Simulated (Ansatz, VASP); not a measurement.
# One calculation of NiO, two programs

```
Ni O
1.0
     0.00000    2.13384    2.13384
     2.13384    0.00000    2.13384
     2.13384    2.13384    0.00000
Ni O
1 1
Cartesian
  0.0000 0.0000 0.0000
  2.1338 2.1338 2.1338
```

Alike in both runs: task single point; functional PBE; k mesh 8 × 8 × 8; occupations gaussian, width 0.05 eV; collinear spin; Hubbard terms Ni d U = 6.2 eV.

```csv
,VASP,Ansatz
version,VASP 6.6.1,Ansatz 0.2.0
potentials or method,"VASP PAW PBE potentials, release 64 (Ni_sv_GW, O), cutoff 600 eV","scalar-relativistic, plane waves, PAW"
valence electrons in the cell,24,24
```

|  | VASP | Ansatz | Ansatz less VASP |
| --- | --- | --- | --- |
| gap on the k mesh at the Fermi level (eV) | 2.00 | 1.94 | -0.062 |
| least direct gap on the mesh (eV) | 3.16 | 3.06 | -0.109 |
| pressure (GPa) | -3.8 | 0.0 | +3.79 |
| net moment per atom (μB) | 1.00 | 1.00 | 0.000 |
| size of the moment on the site where the two differ most (μB) | 1.80 | 1.74 | -0.060 |

Site moments also hang on the region over which each program counts them. The programs project onto different local orbitals, so the same U acts differently, and such runs can settle in different states.
